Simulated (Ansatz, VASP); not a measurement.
# One calculation of AlP, two programs

```
Al P
1.0
     0.00000    2.65259    2.65259
     2.65259    0.00000    2.65259
     2.65259    2.65259    0.00000
Al P
1 1
Direct
  0.00000 0.00000 0.00000
  0.75000 0.75000 0.75000
```

Alike in both runs: task single point; functional PBE; k mesh 8 × 8 × 8; occupations gaussian, width 0.02 eV; no spin polarisation.

```csv
,VASP,Ansatz
version,VASP 6.6.1,Ansatz 0.2.0
potentials or method,"VASP PAW PBE potentials, release 64 (Al, P), cutoff 500 eV","scalar-relativistic, plane waves, PAW"
valence electrons in the cell,8,8
```

```csv
,VASP,Ansatz,Ansatz less VASP
gap on the k mesh at the Fermi level (eV),1.39,1.40,+0.003
least direct gap on the mesh (eV),3.68,3.68,-0.001
pressure (GPa),11.6,11.7,+0.13
```

With one functional, cell and mesh, what is left measures potentials, basis and numerics.
